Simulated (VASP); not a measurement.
Wanted: the native input for a VASP 6.6.1 run.

```yaml
Task: relaxation of shape and atoms at fixed volume
Functional: r2SCAN
Potentials_or_basis: VASP PAW PBE potentials, release 64 (Pt, S)
Cutoff: 550 eV
k_mesh: 8 × 8 × 4
Occupations: gaussian, width 0.05 eV
Spin: no spin polarisation
Dipole_correction: no
Further_INCAR_settings: ALGO = Normal; EDIFF = 1e-07; IBRION = 2; EDIFFG = -0.01; NSW = 60; ISIF = 4
```

Crystal: PtS2.

```
CELL_PARAMETERS angstrom
3.52393 0.00000 0.00000
-1.76197 3.05182 0.00000
0.00000 0.00000 5.44498
ATOMIC_POSITIONS crystal
Pt 0.00000 0.00000 0.00000
S 0.33333 0.66667 0.22468
S 0.66667 0.33333 0.77532
```

One way to write it, as run:

POSCAR

```
PtS2
1.0
    3.5239331838      0.0000000000      0.0000000000
   -1.7619665919      3.0518156584      0.0000000000
    0.0000000000      0.0000000000      5.4449831097
Pt S
1 2
Direct
    0.0000000000      0.0000000000      0.0000000000
    0.3333333333      0.6666666667      0.2246832811
    0.6666666667      0.3333333333      0.7753167189
```

INCAR.step1

```
PREC = Accurate
ENCUT = 550
ISMEAR = 0
SIGMA = 0.05
LREAL = F
LASPH = T
NELM = 120
GGA = PE
ALGO = Normal
EDIFF = 1E-5
LWAVE = T
LCHARG = F
GGA_COMPAT = F
IBRION = 2
ISIF = 3
EDIFFG = -0.005
NELMIN = 4
NSW = 100
```

INCAR.step2

```
PREC = Accurate
ENCUT = 550
EDIFF = 1E-7
ISMEAR = 0
SIGMA = 0.05
LREAL = F
LASPH = T
NELM = 120
ALGO = Normal
ISIF = 4
LWAVE = F
LCHARG = F
METAGGA = R2SCAN
LMIXTAU = T
IBRION = 2
NSW = 60
EDIFFG = -0.01
ISTART = 1
GGA_COMPAT = F
NELMIN = 4
```

KPOINTS

```
regular mesh
0
Gamma
  8 8 4
```

Potentials or basis: VASP PAW PBE potentials, release 64 (Pt, S).

Launch:

```console
$ cat potpaw_PBE.64/Pt/POTCAR potpaw_PBE.64/S/POTCAR > POTCAR
$ cp INCAR.step1 INCAR
$ mpirun -np 1 vasp_std > vasp.out
$ cp INCAR.step2 INCAR
$ mpirun -np 1 vasp_std > vasp.out
```

Results of the run:

```json
{
  "Energy gained by relaxing": "3.1 meV/atom",
  "Ionic steps": "6",
  "Pressure after relaxing": "0.6 GPa",
  "Band gap on the k mesh": "1.20 eV (least direct gap 1.23 eV)"
}
```

Caveat: the PAW data sets were made with another functional, which shifts forces and pressure a little; spin-orbit coupling is left out, which moves the levels of the heavy elements.

Wall time 7.7 min on 1 thread of Intel(R) Xeon(R) 6975P-C (Granite Rapids), on a shared host, peak memory 0.21 GiB.
